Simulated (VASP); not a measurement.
# RbBr (Fm-3m) in VASP: further runs

The runs below take RbBr through single point, relaxation of cell and atoms, with PBE.

All numbers are computed with VASP 6.6.1; they aren't measurements. Logs are shortened: lines on timing, memory, paths and dates and some standing lists are left out, and cuts for length are marked.

**1. The cell of the first run**

The structure is cubic, space group Fm-3m (No. 225). Conventional cell: a = 7.017 Å, b = 7.017 Å, c = 7.017 Å, α = 90.00°, β = 90.00°, γ = 90.00°. Within 4.6 Å of Rb (site symmetry m-3m) lie 6 Br at 3.51 Å. Within 4.6 Å of Br (site symmetry m-3m) lie 6 Rb at 3.51 Å.

**2. Single point, PBE**

INCAR reads:

```
PREC     = Accurate       # precision mode
ENCUT    = 520            # plane-wave cutoff, eV
EDIFF    = 1E-7           # SCF threshold, eV
ISMEAR   = 0              # smearing method
SIGMA    = 0.01           # smearing width, eV
LREAL    = F              # projectors in reciprocal space
LASPH    = T              # aspherical terms in the spheres
NELM     = 80             # most SCF steps
ALGO     = Normal         # electronic algorithm
ISIF     = 2              # what is computed and relaxed
LWAVE    = F              # write WAVECAR
LCHARG   = F              # write CHGCAR
GGA      = PE             # functional
NBANDS   = 15             # bands
```

KPOINTS reads:

```
Automatic mesh
0
Gamma
  6 6 6
```

POSCAR reads:

```
RbBr
1.0
    0.0000000000      3.5086792297      3.5086792297
    3.5086792297      0.0000000000      3.5086792297
    3.5086792297      3.5086792297      0.0000000000
Rb Br
1 1
Direct
    0.0000000000      0.0000000000      0.0000000000
    0.5000000000      0.5000000000      0.5000000000
```

Potentials or basis: VASP PAW PBE potentials, release 64 (Rb_sv, Br).

On the command line:

```bash
$ cat potpaw_PBE.64/Rb_sv/POTCAR potpaw_PBE.64/Br/POTCAR > POTCAR
$ mpirun -np 1 vasp_std > vasp.out
```

OUTCAR:

```text
PREC = Accurate
   ENCUT = 520
   EDIFF = 1E-7
   ISMEAR = 0
   LREAL = F
   LASPH = T
   NELM = 80
   ISIF = 2
   GGA = PE

 ion  position               nearest neighbor table
   1  0.000  0.000  0.000-   2 3.51   2 3.51   2 3.51   2 3.51   2 3.51   2 3.51
   2  0.500  0.500  0.500-   1 3.51   1 3.51   1 3.51   1 3.51   1 3.51   1 3.51

  LATTYP: Found a face centered cubic cell.
 ALAT       =     7.0173584594

  Lattice vectors:

 A1 = (   0.0000000000,   3.5086792297,   3.5086792297)
 A2 = (   3.5086792297,   0.0000000000,   3.5086792297)
 A3 = (   3.5086792297,   3.5086792297,   0.0000000000)

Analysis of symmetry for initial positions (statically):
=====================================================================
 Subroutine PRICEL returns:
 Original cell was already a primitive cell.

 Routine SETGRP: Setting up the symmetry group for a
 face centered cubic supercell.

 Subroutine GETGRP returns: Found 48 space group operations
 (whereof 48 operations were pure point group operations)
 out of a pool of 48 trial point group operations.

The static configuration has the point symmetry O_h .

Analysis of symmetry for dynamics (positions and initial velocities):
=====================================================================
 Subroutine PRICEL returns:
 Original cell was already a primitive cell.

 Routine SETGRP: Setting up the symmetry group for a
 face centered cubic supercell.

 Subroutine GETGRP returns: Found 48 space group operations
 (whereof 48 operations were pure point group operations)
 out of a pool of 48 trial point group operations.

The dynamic configuration has the point symmetry O_h .

 Subroutine INISYM returns: Found 48 space group operations
 (whereof 48 operations are pure point group operations),
 and found     1 'primitive' translations

----------------------------------------------------------------------------------------

                                     Primitive cell

  volume of cell :      86.3895

  direct lattice vectors                    reciprocal lattice vectors
     0.000000000  3.508679230  3.508679230    -0.142503765  0.142503765  0.142503765
     3.508679230  0.000000000  3.508679230     0.142503765 -0.142503765  0.142503765
     3.508679230  3.508679230  0.000000000     0.142503765  0.142503765 -0.142503765

  length of vectors
     4.962021753  4.962021753  4.962021753     0.246823761  0.246823761  0.246823761

  position of ions in fractional coordinates (direct lattice)
     0.000000000  0.000000000  0.000000000
     0.500000000  0.500000000  0.500000000

  ion indices of the primitive-cell ions
   primitive index   ion index
                 1           1
                 2           2

----------------------------------------------------------------------------------------

 KPOINTS: Automatic mesh

Automatic generation of k-mesh.
 Grid dimensions read from file:
 generate k-points for:    6    6    6

 Generating k-lattice:

  Cartesian coordinates                     Fractional coordinates (reciprocal lattice)
    -0.023750627  0.023750627  0.023750627     0.166666667  0.000000000  0.000000000
     0.023750627 -0.023750627  0.023750627     0.000000000  0.166666667  0.000000000
     0.023750627  0.023750627 -0.023750627     0.000000000  0.000000000  0.166666667

  Length of vectors
     0.041137294  0.041137294  0.041137294

  Shift w.r.t. Gamma in fractional coordinates (k-lattice)
     0.000000000  0.000000000  0.000000000

 Subroutine IBZKPT returns following result:
 ===========================================

 Found     16 irreducible k-points:

 Following reciprocal coordinates:
            Coordinates               Weight
  0.000000  0.000000  0.000000      1.000000
  0.166667  0.000000  0.000000      8.000000
  0.333333  0.000000  0.000000      8.000000
  0.500000  0.000000  0.000000      4.000000
  0.166667  0.166667  0.000000      6.000000
  0.333333  0.166667  0.000000     24.000000
[... 8 lines left out ...]
 -0.333333  0.333333  0.166667     24.000000
 -0.333333  0.500000  0.166667     12.000000
   k-points           NKPTS =     16   k-points in BZ     NKDIM =     16   number of bands    NBANDS=     15
   number of dos      NEDOS =    301   number of ions     NIONS =      2
   total plane-waves  NPLWV =  64000
   dimension x,y,z NGX =    40 NGY =   40 NGZ =   40
   dimension x,y,z NGXF=    80 NGYF=   80 NGZF=   80
   ions per type =               1   1
   NGX,Y,Z   is equivalent  to a cutoff of  13.40, 13.40, 13.40 a.u.
   NGXF,Y,Z  is equivalent  to a cutoff of  26.80, 26.80, 26.80 a.u.
 SYSTEM =  unknown system
   PREC   = accura    normal or accurate (medium, high low for compatibility)
   ISTART =      0    job   : 0-new  1-cont  2-samecut
   ICHARG =      2    charge: 1-file 2-atom 10-const
   ISPIN  =      1    spin polarized calculation?
   LNONCOLLINEAR =      F non collinear calculations
   LSORBIT =      F    spin-orbit coupling
   LASPH  =      T    aspherical Exc in radial PAW
   ENCUT  =  520.0 eV  38.22 Ry    6.18 a.u.   9.23  9.23  9.23*2*pi/ulx,y,z
   NELM   =     80;   NELMIN=  2; NELMDL= -5     # of ELM steps
   EDIFF  = 0.1E-06   stopping-criterion for ELM
   LREAL  =      F    real-space projection
   EDIFFG = 0.1E-05   stopping-criterion for IOM
   NSW    =      0    number of steps for IOM
   IBRION =     -1    ionic relax: 0-MD 1-quasi-New 2-CG
   NFREE  =      0    steps in history (QN), initial steepest desc. (CG)
   ISIF   =      2    stress and relaxation
   ISYM   =      2    0-nonsym 1-usesym 2-fastsym
   POTIM  = 0.5000    time-step for ionic-motion
   TEBEG  =    0.0;   TEEND  =   0.0 temperature during run
   PSTRESS=    0.0 pullay stress
   NELECT =      16.0000    total number of electrons
   NUPDOWN=      -1.0000    fix difference up-down
   EMIN   =  10.00;   EMAX   =-10.00  energy-range for DOS
   EFERMI =   0.00;   METHOD = LEGACY
   ISMEAR =     0;   SIGMA  =   0.01  broadening in eV -4-tet -1-fermi 0-gaus
   EFERMI_NEDOS =   21; number of points for ismear=-14 and -15
   IALGO  =     38    algorithm
   IMIX   =      4    mixing-type and parameters
     AMIX     =   0.40;   BMIX     =  1.00
     AMIX_MAG =   1.60;   BMIX_MAG =  1.00
  volume/ion in A,a.u.               =      43.19       291.49
  Fermi-wavevector in a.u.,A,eV,Ry     =   0.933171  1.763437 11.848060  0.870808
  Thomas-Fermi vector in A             =   2.059845
   LORBIT       =      0    0 simple, 1 ext, 2 COOP (PROOUT), +10 PAW based schemes
   GGA     = PE    functional components
   LHFCALC =     F    Hartree Fock is set to
   AEXX    =    0.0000 exact exchange contribution
   IVDW    =     0    specifies the selected vdW correction
   LEPSILON=     F    determine dielectric tensor
   LRPA    =     F    only Hartree local field effects (RPA)
 non-spin polarized calculation
 Gauss-broadening in eV      SIGMA  =   0.01
  energy-cutoff  :      520.00
  volume of cell :       86.39
 maximum number of plane-waves:      2357
 NGX is ok and might be reduce to    40
   NGX = 19   NGY = 19   NGZ = 19

 number of electron      15.9999999 magnetization

 Free energy of the ion-electron system (eV)
  ---------------------------------------------------
  ext. energy  EPLUGINS =         0.00000000
  ---------------------------------------------------
  free energy    TOTEN  =        -6.11555493 eV

  energy without entropy =       -6.11555493  energy(sigma->0) =       -6.11555493

 E-fermi :  -1.9572     XC(G=0):  -6.9581

 val. band max:       -2.0056393527   @ k =   0.0000   0.0000   0.0000
 cond. band min:       2.1838018402   @ k =   0.0000   0.0000   0.0000
 fundamental gap:      4.1894411929
 Fermi energy:        -1.9571880101

 k-point     1 :       0.0000    0.0000    0.0000
  band No.  band energies     occupation
      1     -26.5738      2.00000
      2     -14.1208      2.00000
      3     -10.6447      2.00000
      4     -10.6447      2.00000
      5     -10.6447      2.00000
      6      -2.0056      2.00000
      7      -2.0056      2.00000
      8      -2.0056      2.00000
      9       2.1838      0.00000
     10       5.2462      0.00000
     11       5.2462      0.00000
     12       5.2462      0.00000
     13       6.0868      0.00000
     14       6.0868      0.00000
     15       8.8150      0.00000

 k-point     2 :       0.1667    0.0000    0.0000
  band No.  band energies     occupation
      1     -26.5722      2.00000
      2     -14.1279      2.00000
      3     -10.6465      2.00000
      4     -10.6465      2.00000
      5     -10.6371      2.00000
      6      -2.2727      2.00000
      7      -2.0842      2.00000
      8      -2.0842      2.00000
      9       2.7774      0.00000
     10       5.1038      0.00000
     11       5.5521      0.00000
     12       5.5521      0.00000
     13       6.4487      0.00000
     14       6.4487      0.00000
     15       9.7461      0.00000

 k-point     3 :       0.3333    0.0000    0.0000
  band No.  band energies     occupation
      1     -26.5690      2.00000
      2     -14.1420      2.00000
      3     -10.6499      2.00000
      4     -10.6499      2.00000
      5     -10.6219      2.00000
      6      -2.6998      2.00000
      7      -2.2325      2.00000
      8      -2.2325      2.00000
      9       3.9943      0.00000
     10       5.1678      0.00000
     11       6.4006      0.00000
     12       6.4006      0.00000
     13       7.3564      0.00000
     14       7.3564      0.00000
     15       9.1593      0.00000

 k-point     4 :       0.5000    0.0000    0.0000
  band No.  band energies     occupation
      1     -26.5674      2.00000
      2     -14.1490      2.00000
      3     -10.6516      2.00000
      4     -10.6516      2.00000
      5     -10.6145      2.00000
      6      -2.8800      2.00000
      7      -2.3027      2.00000
      8      -2.3027      2.00000
      9       4.6247      0.00000
     10       5.4589      0.00000
     11       7.2649      0.00000
     12       7.2649      0.00000
     13       7.9274      0.00000
     14       7.9274      0.00000
     15       8.4068      0.00000
[... 163 lines left out ...]
 k-point    14 :       0.5000    0.3333    0.1667
  band No.  band energies     occupation
      1     -26.5670      2.00000
      2     -14.1156      2.00000
      3     -10.7042      2.00000
      4     -10.6875      2.00000
      5     -10.6423      2.00000
      6      -2.6145      2.00000
      7      -2.2774      2.00000
      8      -2.2182      2.00000
      9       4.5258      0.00000
     10       4.6061      0.00000
     11       6.6174      0.00000
     12       7.2624      0.00000
     13       7.2820      0.00000
     14       7.6274      0.00000
     15       8.5639      0.00000

 k-point    15 :      -0.3333    0.3333    0.1667
  band No.  band energies     occupation
      1     -26.5660      2.00000
      2     -14.1098      2.00000
      3     -10.7185      2.00000
      4     -10.7128      2.00000
      5     -10.6340      2.00000
      6      -2.5780      2.00000
      7      -2.3273      2.00000
      8      -2.2955      2.00000
      9       4.9126      0.00000
     10       5.1261      0.00000
     11       6.2383      0.00000
     12       6.5259      0.00000
     13       7.9449      0.00000
     14       8.5810      0.00000
     15       8.5925      0.00000

 k-point    16 :      -0.3333    0.5000    0.1667
  band No.  band energies     occupation
      1     -26.5655      2.00000
      2     -14.0913      2.00000
      3     -10.7609      2.00000
      4     -10.7197      2.00000
      5     -10.6500      2.00000
      6      -2.4018      2.00000
      7      -2.3666      2.00000
      8      -2.2551      2.00000
      9       4.3005      0.00000
     10       5.5617      0.00000
     11       5.8025      0.00000
     12       6.6537      0.00000
     13       7.7436      0.00000
     14       8.5717      0.00000
     15       8.9609      0.00000

------------------------ aborting loop because EDIFF is reached ----------------------------------------

  FORCE on cell =-STRESS in cart. coord.  units (eV):
  Direction    XX          YY          ZZ          XY          YZ          ZX
  --------------------------------------------------------------------------------------
  -------------------------------------------------------------------------------------
  Total        0.0128120      0.0128120      0.0128120      0.0000000      0.0000000      0.0000000
  in kB        0.2376101      0.2376101      0.2376101      0.0000000      0.0000000      0.0000000
  external PRESSURE =       0.2376101 kB  Pullay stress =       0.0000000 kB

 VOLUME and BASIS-vectors are now :
 -----------------------------------------------------------------------------
  energy-cutoff  :      520.00
  volume of cell :       86.39
      direct lattice vectors                 reciprocal lattice vectors
     0.000000000  3.508679230  3.508679230    -0.142503765  0.142503765  0.142503765
     3.508679230  0.000000000  3.508679230     0.142503765 -0.142503765  0.142503765
     3.508679230  3.508679230  0.000000000     0.142503765  0.142503765 -0.142503765

 POSITION                                       TOTAL-FORCE (eV/Angst)
 -----------------------------------------------------------------------------------
      0.00000      0.00000      0.00000         0.000000     -0.000000      0.000000
      3.50868      3.50868      3.50868        -0.000000      0.000000     -0.000000
 -----------------------------------------------------------------------------------
    total drift:                                0.000000     -0.000000     -0.000000

  FREE ENERGIE OF THE ION-ELECTRON SYSTEM (eV)
  ---------------------------------------------------
  free  energy   TOTEN  =        -6.1155549275 eV

  energy  without entropy=       -6.1155549275  energy(sigma->0) =       -6.11555493
```

It took 26 s on 1 thread of AMD EPYC 7R43 (Zen 3), shared host; peak memory 0.2 GiB.

Results:

* Free energy: -6.1156 eV
* Pressure: 0.0 GPa
* Band gap on the k mesh: 4.19 eV, direct

Levels at points of the mesh, in eV from the valence-band top:
```
           k point  band 5  band 6  band 7  band 8  band 9  band 10  band 11  band 12
(0.00, 0.00, 0.00)   -8.64    0.00    0.00    0.00    4.19     7.25     7.25     7.25
(0.50, 0.00, 0.00)   -8.61   -0.87   -0.30   -0.30    6.63     7.46     9.27     9.27
(0.50, 0.50, 0.00)   -8.69   -0.45   -0.15   -0.15    5.67     6.86     8.84     9.06
```

PBE gaps usually lie below the measured ones, often by a third to a half.

**3. Relaxation of cell and atoms, PBE**

INCAR reads:

```
PREC = Accurate
ENCUT = 600
EDIFF = 1E-6
ISMEAR = 0
SIGMA = 0.01
LREAL = False
LASPH = True
NELM = 80
ALGO = Normal
ISIF = 3
LWAVE = False
LCHARG = False
GGA = PE
IBRION = 2
NSW = 80
EDIFFG = -0.001
```

KPOINTS is that of step 2.

POSCAR is that of step 2.

Potentials or basis: VASP PAW PBE potentials, release 64 (Rb_sv, Br).

On the command line:

```bash
$ cat potpaw_PBE.64/Rb_sv/POTCAR potpaw_PBE.64/Br/POTCAR > POTCAR
$ mpirun -np 1 vasp_std > vasp.out
```

Wall time 46 s (1 thread of AMD EPYC 7R43 (Zen 3), shared host); peak memory 0.21 GiB.

It converged, with:

| Item | Value |
| --- | --- |
| Free energy | -6.1155 eV |
| Relaxed volume | 43.29 Å³/atom |
| Relaxed cell | a = 4.966 Å, b = 4.966 Å, c = 4.966 Å, α = 60.00°, β = 60.00°, γ = 60.00° |
| Space group after relaxing (to 0.05 Å) | Fm-3m (No. 225) |
| Energy gained by relaxing | 0.0 meV/atom |
| Ionic steps | 4 |
| Pressure after relaxing | 0.0 GPa |
| Band gap on the k mesh | 4.18 eV, direct |

Final structure:
```
Rb Br
1.0
     0.00000    3.51117    3.51117
     3.51117    0.00000    3.51117
     3.51117    3.51117    0.00000
Rb Br
1 1
Cartesian
  0.0000 0.0000 0.0000
  3.5112 3.5112 3.5112
```

Levels at points of the mesh, in eV from the valence-band top:
| k point | band 4 | band 5 | band 6 | band 7 | band 8 | band 9 | band 10 | band 11 | band 12 |
| --- | --- | --- | --- | --- | --- | --- | --- | --- | --- |
| (0.00, 0.00, 0.00) | -8.64 | -8.64 | 0.00 | 0.00 | 0.00 | 4.18 | 7.25 | 7.25 | 7.25 |
| (0.50, 0.00, 0.00) | -8.65 | -8.61 | -0.87 | -0.30 | -0.30 | 6.62 | 7.46 | 9.26 | 9.26 |
| (0.50, 0.50, 0.00) | -8.70 | -8.70 | -0.45 | -0.15 | -0.15 | 5.67 | 6.86 | 8.83 | 9.06 |

**4. Single point, PBE (volume scaled by 0.94)**

INCAR reads:

```
SYSTEM = RbBr
  ALGO = Normal
  EDIFF = 1E-7
  ENCUT = 520
  GGA = PE
  ISIF = 2
  ISMEAR = 0
  LASPH = .TRUE.
  LCHARG = .FALSE.
  LREAL = .FALSE.
  LWAVE = .FALSE.
  NBANDS = 15
  NELM = 60
  PREC = Accurate
  SIGMA = 0.02
```

KPOINTS reads:

```
k-points
0
G
  6 6 6
  0 0 0
```

POSCAR reads:

```
RbBr
1.0
    0.0000000000      3.4370534139      3.4370534139
    3.4370534139      0.0000000000      3.4370534139
    3.4370534139      3.4370534139      0.0000000000
Rb Br
1 1
Direct
    0.0000000000      0.0000000000      0.0000000000
    0.5000000000      0.5000000000      0.5000000000
```

On the command line:

```bash
$ cat potpaw_PBE.64/Rb_sv/POTCAR potpaw_PBE.64/Br/POTCAR > POTCAR
$ mpirun -np 1 vasp_std > vasp.out
```

It took 35 s on 1 thread of Intel Xeon 6975P-C, shared host; peak memory 0.21 GiB.

The run converged. Its results:

- Free energy: -6.1016 eV
- Pressure: 0.9 GPa
- Band gap on the k mesh: 4.34 eV, direct

Levels at points of the mesh, in eV from the valence-band top:
```
           k point  band 6  band 7  band 8  band 9  band 10  band 11
(0.00, 0.00, 0.00)    0.00    0.00    0.00    4.34     7.28     7.28
(0.50, 0.00, 0.00)   -0.97   -0.35   -0.35    6.79     7.69     9.46
(0.50, 0.50, 0.00)   -0.47   -0.16   -0.16    5.62     7.10     9.16
```

Caveat: the cell differs from its parent crystal (volume scaled by 0.94).

**5. Summary**

| task | cell | cutoff (eV) | smearing | gap on the mesh (eV) | pressure (GPa) |
| --- | --- | --- | --- | --- | --- |
| single point | a = 4.962 Å, angles 60.0°, 2 atoms | 520 | gaussian 0.01 eV | 4.19 | 0.0 |
| relaxation of cell and atoms | relaxed from a = 4.962 Å, angles 60.0°, 2 atoms | 600 | gaussian 0.01 eV | 4.18 | 0.0 |
| single point | a = 4.861 Å, angles 60.0°, 2 atoms | 520 | gaussian 0.02 eV | 4.34 | 0.9 |

Alike in all rows: level PBE; potentials or basis VASP PAW PBE potentials, release 64 (Rb_sv, Br); no spin polarisation; k mesh 6 × 6 × 6.

Total energies depend on the potentials used, so only differences within one code and one set of settings carry meaning.
